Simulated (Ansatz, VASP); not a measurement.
## One calculation of SnSe, two programs

```
Sn Se
1.0
     0.00000    2.94665    2.94665
     3.09398    0.00000    2.94665
     3.09398    2.94665    0.00000
Sn Se
1 1
Direct
  0.00000 0.00000 0.00000
  0.50000 0.50000 0.50000
```

Change from the starting cell: strain +0.0500 x Voigt [1, 0, 0, 0, 0, 0], atoms carried along.

Alike in both runs: task single point; functional LDA; k mesh 8 × 8 × 8; occupations gaussian, width 0.05 eV; no spin polarisation.

```csv
,VASP,Ansatz
version,VASP 6.6.1,Ansatz 0.2.0
potentials or method,"VASP PAW LDA potentials, release 64 (Sn_d, Se), cutoff 520 eV","scalar-relativistic, plane waves, PAW"
valence electrons in the cell,20,30
```

VASP gave:

* gap on the k mesh at the Fermi level (eV): 0.66
* least direct gap on the mesh (eV): 0.71
* pressure (GPa): -2.2
* traceless stress, the component that is largest in VASP (GPa): -3.49

Task: What did Ansatz give for the same quantities?

Result: gap on the k mesh at the Fermi level (eV): 0.67; least direct gap on the mesh (eV): 0.72; pressure (GPa): -2.3; traceless stress, the component that is largest in VASP (GPa): -3.45.

LDA's correlation is that of Perdew and Zunger in VASP and of Perdew and Wang (1992) in Ansatz. VASP's potentials hold 20 valence electrons a cell and Ansatz's 30, so a difference there can come from the potentials and not from the codes.
